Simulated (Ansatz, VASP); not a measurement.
**One calculation of TiB2, two programs**

POSCAR

```
TiB2
1.0
    3.0292000000      0.0000000000      0.0000000000
   -1.5146000000      2.6233641531      0.0000000000
    0.0000000000      0.0000000000      3.2284000000
Ti B
1 2
Direct
    0.0000000000      0.0000000000      0.0000000000
    0.6666666667      0.3333333333      0.5000000000
    0.3333333333      0.6666666667      0.5000000000
```

File INCAR.step1:

```
PREC = Accurate
ENCUT = 520
EDIFF = 1E-5
ISMEAR = -1
SIGMA = 0.05
LREAL = F
LASPH = T
NELM = 80
ALGO = Normal
ISIF = 2
LWAVE = T
LCHARG = F
NBANDS = 16
GGA = PE
```

The input INCAR.step2:

```
PREC = Accurate
ENCUT = 520
EDIFF = 1E-6
ISMEAR = -1
SIGMA = 0.05
LREAL = F
LASPH = T
NELM = 80
ALGO = Normal
ISIF = 2
LWAVE = F
LCHARG = F
METAGGA = R2SCAN
LHFCALC = T
AEXX = 0.25
LMIXTAU = T
PRECFOCK = Normal
NBANDS = 16
ISTART = 1
```

File KPOINTS:

```
Automatic mesh
0
Gamma
  6 6 5
```

File input.yaml:

```yaml
crystal:
  lattice:
    - [3.0292, 0.0, 0.0]
    - [-1.5146, 2.6233641531, 0.0]
    - [0.0, 0.0, 3.2284]
  atoms:
    - { symbol: Ti, position: [0.0, 0.0, 0.0] }
    - { symbol: B, position: [0.6666666667, 0.3333333333, 0.5] }
    - { symbol: B, position: [0.3333333333, 0.6666666667, 0.5] }
hamiltonian:
  xc: { exchange: r2scan, correlation: r2scan, exx: { coeff: 0.25 } }
  pseudopotentials: { kind: paw }
kpoints:
  mp_grid: { grid: [6, 6, 5] }
scf:
  occupations: { method: fermi_dirac, width: 0.05 }
output:
  forces: true
  stress: true
  eigenvalues: true
  write_density: true
  write_potential: true
  elf: true
  volumetric_format: npy
```

Alike in both runs: task single point; functional r2SCAN-based global hybrid with a share of 0.25 of exact exchange; k mesh 6 × 6 × 5; occupations fermi-dirac, width 0.05 eV; no spin polarisation.

|  | VASP | Ansatz |
| --- | --- | --- |
| version | VASP 6.6.1 | Ansatz 0.2.0 |
| potentials or method | VASP PAW PBE potentials, release 64 (Ti_sv, B) | Ansatz PAW |
| plane-wave cutoff (eV) | 520 | 500 |
| valence electrons in the cell | 18 | 18 |

VASP gave:

- gap on the k mesh at the Fermi level (eV): none
- pressure (GPa): -5.1
- traceless stress, the component that is largest in VASP (GPa): -0.93

Estimate Ansatz's values.

gap on the k mesh at the Fermi level (eV): none; pressure (GPa): -5.6; traceless stress, the component that is largest in VASP (GPa): -1.03.

VASP's potentials were made for PBE, not for r2SCAN-based global hybrid. A gap of «none» marks a metal or a gap that the smearing closes. The functional is the same, so the differences come from potentials, cutoffs and numerics.

The k mesh is coarse, so the values compare programs but aren't converged.
